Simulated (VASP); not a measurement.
# Ti (Fm-3m) in VASP: notebook, part 2 of 2

VASP 6.6.1. The steps go on from the part before.

## 3. Electric field gradients, LDA (volume scaled by 0.96)

Contents of INCAR:

```
ALGO = Normal
EDIFF = 1E-8
ENCUT = 400
GGA_COMPAT = False
ISIF = 2
ISMEAR = -1
LASPH = True
LCHARG = False
LEFG = True
LREAL = False
LWAVE = False
NBANDS = 12
NELM = 120
PREC = Accurate
SIGMA = 0.05
```

Contents of KPOINTS:

```
k-points
0
Gamma
  15 15 15
```

Contents of POSCAR:

```
Ti
1.0
    0.0000000000      2.0025642044      2.0025642044
    2.0025642044      0.0000000000      2.0025642044
    2.0025642044      2.0025642044      0.0000000000
Ti
1
Direct
    0.0000000000      0.0000000000      0.0000000000
```

Potentials or basis: VASP PAW LDA potentials, release 64 (Ti_sv).

The run is started by

```sh
> cat potpaw_LDA.64/Ti_sv/POTCAR > POTCAR
> mpirun -np 1 vasp_std > vasp.out
```

OUTCAR:

```text
EDIFF = 1E-8
   ENCUT = 400
   ISIF = 2
   ISMEAR = -1
   LASPH = True
   LREAL = False
   NELM = 120
   PREC = Accurate

 ion  position               nearest neighbor table
   1  0.000  0.000  0.000-

  LATTYP: Found a face centered cubic cell.
 ALAT       =     4.0051284088

  Lattice vectors:

 A1 = (   0.0000000000,   2.0025642044,   2.0025642044)
 A2 = (   2.0025642044,   0.0000000000,   2.0025642044)
 A3 = (   2.0025642044,   2.0025642044,   0.0000000000)

Analysis of symmetry for initial positions (statically):
=====================================================================
 Subroutine PRICEL returns:
 Original cell was already a primitive cell.

 Routine SETGRP: Setting up the symmetry group for a
 face centered cubic supercell.

 Subroutine GETGRP returns: Found 48 space group operations
 (whereof 48 operations were pure point group operations)
 out of a pool of 48 trial point group operations.

The static configuration has the point symmetry O_h .

Analysis of symmetry for dynamics (positions and initial velocities):
=====================================================================
 Subroutine PRICEL returns:
 Original cell was already a primitive cell.

 Routine SETGRP: Setting up the symmetry group for a
 face centered cubic supercell.

 Subroutine GETGRP returns: Found 48 space group operations
 (whereof 48 operations were pure point group operations)
 out of a pool of 48 trial point group operations.

The dynamic configuration has the point symmetry O_h .

 Subroutine INISYM returns: Found 48 space group operations
 (whereof 48 operations are pure point group operations),
 and found     1 'primitive' translations

----------------------------------------------------------------------------------------

                                     Primitive cell

  volume of cell :      16.0616

  direct lattice vectors                    reciprocal lattice vectors
     0.000000000  2.002564204  2.002564204    -0.249679885  0.249679885  0.249679885
     2.002564204  0.000000000  2.002564204     0.249679885 -0.249679885  0.249679885
     2.002564204  2.002564204  0.000000000     0.249679885  0.249679885 -0.249679885

  length of vectors
     2.832053457  2.832053457  2.832053457     0.432458246  0.432458246  0.432458246

  position of ions in fractional coordinates (direct lattice)
     0.000000000  0.000000000  0.000000000

  ion indices of the primitive-cell ions
   primitive index   ion index
                 1           1

----------------------------------------------------------------------------------------

 KPOINTS: k-points

Automatic generation of k-mesh.
 Grid dimensions read from file:
 generate k-points for:   15   15   15

 Generating k-lattice:

[... 69 lines left out ...]
   POTIM  = 0.5000    time-step for ionic-motion
   TEBEG  =    0.0;   TEEND  =   0.0 temperature during run
   PSTRESS=    0.0 pullay stress
   NELECT =      12.0000    total number of electrons
   NUPDOWN=      -1.0000    fix difference up-down
   EMIN   =  10.00;   EMAX   =-10.00  energy-range for DOS
   EFERMI =   0.00;   METHOD = LEGACY
   ISMEAR =    -1;   SIGMA  =   0.05  broadening in eV -4-tet -1-fermi 0-gaus
   EFERMI_NEDOS =   21; number of points for ismear=-14 and -15
   IALGO  =     38    algorithm
   IMIX   =      4    mixing-type and parameters
     AMIX     =   0.40;   BMIX     =  1.00
     AMIX_MAG =   1.60;   BMIX_MAG =  1.00
  volume/ion in A,a.u.               =      16.06       108.39
  Fermi-wavevector in a.u.,A,eV,Ry     =   1.485498  2.807185 30.024043  2.206705
  Thomas-Fermi vector in A             =   2.598902
   LORBIT       =      0    0 simple, 1 ext, 2 COOP (PROOUT), +10 PAW based schemes
   GGA     = CA    functional components
   LHFCALC =     F    Hartree Fock is set to
   AEXX    =    0.0000 exact exchange contribution
   IVDW    =     0    specifies the selected vdW correction
   LEPSILON=     F    determine dielectric tensor
   LRPA    =     F    only Hartree local field effects (RPA)
 non-spin polarized calculation
  energy-cutoff  :      400.00
  volume of cell :       16.06
 maximum number of plane-waves:       303
   NGX =  9   NGY =  9   NGZ =  9

 number of electron      12.0000007 magnetization

 Free energy of the ion-electron system (eV)
  ---------------------------------------------------
  ext. energy  EPLUGINS =         0.00000000
  ---------------------------------------------------
  free energy    TOTEN  =        -8.49853316 eV

  energy without entropy =       -8.48464132  energy(sigma->0) =       -8.49158724

 E-fermi :   8.8535     XC(G=0): -12.1646

 val. band max:        8.8260378122   @ k =   0.2667   0.1333   0.0667
 cond. band min:       8.8588806340   @ k =  -0.4667   0.2667   0.1333
 fundamental gap:      0.0328428218
 Fermi energy:         8.8535498632

 k-point     1 :       0.0000    0.0000    0.0000
  band No.  band energies     occupation
      1     -47.0462      2.00000
      2     -23.1780      2.00000
      3     -23.1780      2.00000
      4     -23.1780      2.00000
      5       2.6898      2.00000
      6       9.7328      0.00000
      7       9.7328      0.00000
      8       9.7328      0.00000
      9      11.5222      0.00000
     10      11.5222      0.00000
     11      24.6216      0.00000
     12      29.4040      0.00000
[... 331 lines left out ...]
 k-point    24 :       0.2000    0.1333    0.0000
  band No.  band energies     occupation
      1     -46.9849      2.00000
      2     -23.4325      2.00000
      3     -23.2560      2.00000
      4     -23.2490      2.00000
      5       3.9828      2.00000
      6       8.8638      0.89757
      7      10.2162      0.00000
      8      10.2966      0.00000
      9      10.8078      0.00000
     10      11.8018      0.00000
     11      25.3826      0.00000
     12      26.0483      0.00000

 [... further k-points ...]

------------------------ aborting loop because EDIFF is reached ----------------------------------------

  FORCE on cell =-STRESS in cart. coord.  units (eV):
  Direction    XX          YY          ZZ          XY          YZ          ZX
  --------------------------------------------------------------------------------------
  -------------------------------------------------------------------------------------
  Total       -0.1170204     -0.1170204     -0.1170204      0.0000000     -0.0000000      0.0000000
  in kB      -11.6730108    -11.6730108    -11.6730108      0.0000000     -0.0000000      0.0000000
  external PRESSURE =     -11.6730108 kB  Pullay stress =       0.0000000 kB

 VOLUME and BASIS-vectors are now :
 -----------------------------------------------------------------------------
  energy-cutoff  :      400.00
  volume of cell :       16.06
      direct lattice vectors                 reciprocal lattice vectors
     0.000000000  2.002564204  2.002564204    -0.249679885  0.249679885  0.249679885
     2.002564204  0.000000000  2.002564204     0.249679885 -0.249679885  0.249679885
     2.002564204  2.002564204  0.000000000     0.249679885  0.249679885 -0.249679885

 POSITION                                       TOTAL-FORCE (eV/Angst)
 -----------------------------------------------------------------------------------
      0.00000      0.00000      0.00000         0.000000     -0.000000      0.000000
 -----------------------------------------------------------------------------------
    total drift:                                0.000000     -0.000000     -0.000000

  FREE ENERGIE OF THE ION-ELECTRON SYSTEM (eV)
  ---------------------------------------------------
  free  energy   TOTEN  =        -8.4985331605 eV

  energy  without entropy=       -8.4846413152  energy(sigma->0) =       -8.49158724

 Electric field gradients (V/A^2)
---------------------------------------------------------------------
 ion       V_xx      V_yy      V_zz      V_xy      V_xz      V_yz
---------------------------------------------------------------------
   1      -0.000    -0.000    -0.000    -0.000    -0.000    -0.000
---------------------------------------------------------------------

 Electric field gradients after diagonalization (V/A^2)
 (convention: |V_zz| > |V_xx| > |V_yy|)
----------------------------------------------------------------------
 ion       V_xx      V_yy      V_zz     asymmetry (V_yy - V_xx)/ V_zz
----------------------------------------------------------------------
   1       0.000     0.000    -0.000       0.000
----------------------------------------------------------------------

           NMR quadrupolar parameters

 Cq : quadrupolar parameter    Cq=e*Q*V_zz/h
 eta: asymmetry parameters     (V_yy - V_xx)/ V_zz
 Q  : nuclear electric quadrupole moment in mb (millibarn)
----------------------------------------------------------------------
 ion       Cq(MHz)       eta       Q (mb)
----------------------------------------------------------------------
   1      -0.000       0.000       1.000
----------------------------------------------------------------------
```

OSZICAR:

```text
N       E                     dE             d eps       ncg     rms          rms(c)
DAV:   1     0.748749459882E+02    0.74875E+02   -0.56410E+03  2904   0.104E+03
DAV:   2    -0.610267728987E+01   -0.80978E+02   -0.78762E+02  2948   0.270E+02
DAV:   3    -0.936212564211E+01   -0.32594E+01   -0.32350E+01  3764   0.577E+01
DAV:   4    -0.943344024000E+01   -0.71315E-01   -0.71254E-01  3284   0.754E+00
DAV:   5    -0.943520537258E+01   -0.17651E-02   -0.17651E-02  3420   0.103E+00    0.880E+00
DAV:   6    -0.850883560147E+01    0.92637E+00   -0.18883E+00  3140   0.202E+01    0.240E+00
DAV:   7    -0.849125601241E+01    0.17580E-01   -0.93791E-02  3520   0.334E+00    0.130E+00
DAV:   8    -0.849833254654E+01   -0.70765E-02   -0.38119E-02  3024   0.254E+00    0.160E-01
DAV:   9    -0.849851034926E+01   -0.17780E-03   -0.25987E-03  3524   0.583E-01    0.724E-02
DAV:  10    -0.849854363378E+01   -0.33285E-04   -0.22692E-04  3116   0.176E-01    0.104E-02
DAV:  11    -0.849853416818E+01    0.94656E-05   -0.15009E-05  3376   0.548E-02    0.110E-02
DAV:  12    -0.849853314335E+01    0.10248E-05   -0.29871E-06  3168   0.221E-02    0.848E-04
DAV:  13    -0.849853317359E+01   -0.30243E-07   -0.61572E-08  3376   0.238E-03    0.744E-04
DAV:  14    -0.849853316127E+01    0.12325E-07   -0.14651E-08  3088   0.187E-03    0.458E-05
DAV:  15    -0.849853316054E+01    0.73305E-09   -0.22137E-10  1672   0.179E-04
   1 F= -.84985332E+01 E0= -.84915872E+01  d E =-.138918E-01
```

Run time: 7.1 s. Hardware: 1 thread of Intel Xeon 6975P-C (Granite Rapids), shared host; peak memory 0.12 GiB.

Results:

```
Free energy            : -8.4985 eV
Pressure               : -1.2 GPa
Band gap on the k mesh : zero (band 6 reaches 9.73 eV, above the bottom of band 7 at 8.52 eV)
```

Caveat: without QUAD_EFG the Cq values of the log hold for a quadrupole moment of 1 mb, not for the nuclei.

## 4. Electric field gradients, LDA (volume scaled by 0.97)

Contents of INCAR:

```
SYSTEM = Ti
PREC = Accurate
ENCUT = 400
EDIFF = 1E-8
ISMEAR = -1
SIGMA = 0.05
LREAL = .FALSE.
LASPH = .TRUE.
NELM = 120
ALGO = Normal
ISIF = 2
LWAVE = .FALSE.
LCHARG = .FALSE.
LEFG = .TRUE.
NBANDS = 12
GGA_COMPAT = .FALSE.
```

Contents of KPOINTS:

```
regular mesh
0
G
  15 15 15
  0 0 0
```

Contents of POSCAR:

```
Ti
1.0
    0.0000000000      2.0094935475      2.0094935475
    2.0094935475      0.0000000000      2.0094935475
    2.0094935475      2.0094935475      0.0000000000
Ti
1
Direct
    0.0000000000      0.0000000000      0.0000000000
```

Potentials or basis: VASP PAW LDA potentials, release 64 (Ti_sv).

The run is started by

```sh
> cat potpaw_LDA.64/Ti_sv/POTCAR > POTCAR
> mpirun -np 1 vasp_std > vasp.out
```

OUTCAR:

```text
SYSTEM = Ti
   PREC = Accurate
   ENCUT = 400
   EDIFF = 1E-8
   ISMEAR = -1
   LREAL = .FALSE.
   LASPH = .TRUE.
   NELM = 120
   ISIF = 2

 ion  position               nearest neighbor table
   1  0.000  0.000  0.000-

  LATTYP: Found a face centered cubic cell.
 ALAT       =     4.0189870950

  Lattice vectors:

 A1 = (   0.0000000000,   2.0094935475,   2.0094935475)
 A2 = (   2.0094935475,   0.0000000000,   2.0094935475)
 A3 = (   2.0094935475,   2.0094935475,   0.0000000000)

Analysis of symmetry for initial positions (statically):
[... 565 lines left out ...]
  ---------------------------------------------------
  free  energy   TOTEN  =        -8.4977231602 eV

  energy  without entropy=       -8.4837161161  energy(sigma->0) =       -8.49071964

 Electric field gradients (V/A^2)
---------------------------------------------------------------------
 ion       V_xx      V_yy      V_zz      V_xy      V_xz      V_yz
---------------------------------------------------------------------
   1       0.000    -0.000    -0.000     0.001     0.001     0.001
---------------------------------------------------------------------

 Electric field gradients after diagonalization (V/A^2)
 (convention: |V_zz| > |V_xx| > |V_yy|)
----------------------------------------------------------------------
 ion       V_xx      V_yy      V_zz     asymmetry (V_yy - V_xx)/ V_zz
----------------------------------------------------------------------
   1      -0.001    -0.001     0.002       0.000
----------------------------------------------------------------------

           NMR quadrupolar parameters

 Cq : quadrupolar parameter    Cq=e*Q*V_zz/h
 eta: asymmetry parameters     (V_yy - V_xx)/ V_zz
 Q  : nuclear electric quadrupole moment in mb (millibarn)
----------------------------------------------------------------------
 ion       Cq(MHz)       eta       Q (mb)
----------------------------------------------------------------------
   1       0.000       0.000       1.000
----------------------------------------------------------------------
```

OSZICAR:

```text
N       E                     dE             d eps       ncg     rms          rms(c)
DAV:   1     0.747409368708E+02    0.74741E+02   -0.56882E+03  2928   0.103E+03
DAV:   2    -0.614496100390E+01   -0.80886E+02   -0.78742E+02  2924   0.269E+02
DAV:   3    -0.938198449087E+01   -0.32370E+01   -0.32130E+01  3872   0.572E+01
DAV:   4    -0.945060343897E+01   -0.68619E-01   -0.68585E-01  3180   0.746E+00
DAV:   5    -0.945236341601E+01   -0.17600E-02   -0.17599E-02  3504   0.101E+00    0.871E+00
DAV:   6    -0.850962453689E+01    0.94274E+00   -0.19283E+00  3116   0.204E+01    0.235E+00
DAV:   7    -0.849092844042E+01    0.18696E-01   -0.87979E-02  3524   0.327E+00    0.129E+00
DAV:   8    -0.849747938989E+01   -0.65509E-02   -0.37330E-02  2984   0.251E+00    0.159E-01
DAV:   9    -0.849770820867E+01   -0.22882E-03   -0.25132E-03  3568   0.569E-01    0.702E-02
DAV:  10    -0.849773349756E+01   -0.25289E-04   -0.22595E-04  3104   0.176E-01    0.995E-03
DAV:  11    -0.849772419156E+01    0.93060E-05   -0.15579E-05  3376   0.570E-02    0.110E-02
DAV:  12    -0.849772314292E+01    0.10486E-05   -0.30842E-06  3184   0.226E-02    0.837E-04
DAV:  13    -0.849772317674E+01   -0.33812E-07   -0.63917E-08  3380   0.244E-03    0.711E-04
DAV:  14    -0.849772315982E+01    0.16913E-07   -0.13763E-08  3012   0.183E-03    0.357E-05
DAV:  15    -0.849772316017E+01   -0.34265E-09   -0.23229E-10  1672   0.172E-04
   1 F= -.84977232E+01 E0= -.84907196E+01  d E =-.140070E-01
```

stdout:

```text
POSCAR found type information on POSCAR Ti
 POSCAR found :  1 types and       1 ions
 scaLAPACK will be used
 LDA part: xc-table for (Slater(with rela. corr.)+CA(PZ))
 , standard interpolation
 POSCAR, INCAR and KPOINTS ok, starting setup
 FFT: planning ... GRIDC
 FFT: planning ... GRID_SOFT
 FFT: planning ... GRID
 WAVECAR not read
 entering main loop
ion   1
```

Wall time 8.3 s (1 thread of Intel Xeon 6975P-C (Granite Rapids), shared host); peak memory 0.12 GiB.

What came out:

```
Free energy            : -8.4977 eV
Pressure               : -2.4 GPa
Band gap on the k mesh : zero (band 6 reaches 9.61 eV, above the bottom of band 7 at 8.40 eV)
```

Caveat: without QUAD_EFG the Cq values of the log hold for a quadrupole moment of 1 mb, not for the nuclei.

## 5. Summary

```tsv
cell	gap on the mesh (eV)	pressure (GPa)
a = 2.812 Å, angles 60.0°, 1 atom	none	1.4
a = 2.832 Å, angles 60.0°, 1 atom	none	-1.2
a = 2.842 Å, angles 60.0°, 1 atom	none	-2.4
```

Alike in all rows: task electric field gradients; level LDA; potentials or basis VASP PAW LDA potentials, release 64 (Ti_sv); no spin polarisation; k mesh 15 × 15 × 15; cutoff (eV) 400; smearing fermi-dirac 0.05 eV.

Absolute energies hang on the potentials; compare differences alone.
